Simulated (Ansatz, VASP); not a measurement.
**One calculation of F, two programs**

```xyz
4
Lattice="2.9335 -1.7556 0.3096 2.9335 1.7556 0.3096 -0.8268 0.0000 6.6122" Properties=species:S:1:pos:R:3 pbc="T T T"
F     4.3208   -0.5764    1.0853
F     1.1327   -0.5764    2.8400
F     0.7193    0.5764    6.1461
F     3.9074    0.5764    4.3914
```

Change from the starting cell: volume 17.252 Å^3 an atom, stretch along a over the lengths across it, relative to the relaxed cell 1.0620.

Alike in both runs: task single point; functional PBE; dispersion D3(BJ); k mesh 8 × 8 × 4; occupations gaussian, width 0.05 eV; no spin polarisation.

```csv
,VASP,Ansatz
version,VASP 6.6.1,Ansatz 0.2.0
potentials or method,"VASP PAW PBE potentials, release 64 (F), cutoff 520 eV","scalar-relativistic, plane waves, PAW"
valence electrons in the cell,28,28
```

Ansatz gave:

```
gap on the k mesh at the Fermi level (eV)                     : 3.36
least direct gap on the mesh (eV)                             : 3.36
pressure (GPa)                                                : 2.4
traceless stress, the component that is largest in VASP (GPa) : 3.36
rms of the force components (eV/Å)                            : 0.606
```

Question: Which values does VASP return?

Answer: gap on the k mesh at the Fermi level (eV): 3.29; least direct gap on the mesh (eV): 3.29; pressure (GPa): 2.8; traceless stress, the component that is largest in VASP (GPa): 4.64; rms of the force components (eV/Å): 0.850.

Atom by atom the forces differ by 0.244 eV/Å (rms over components).
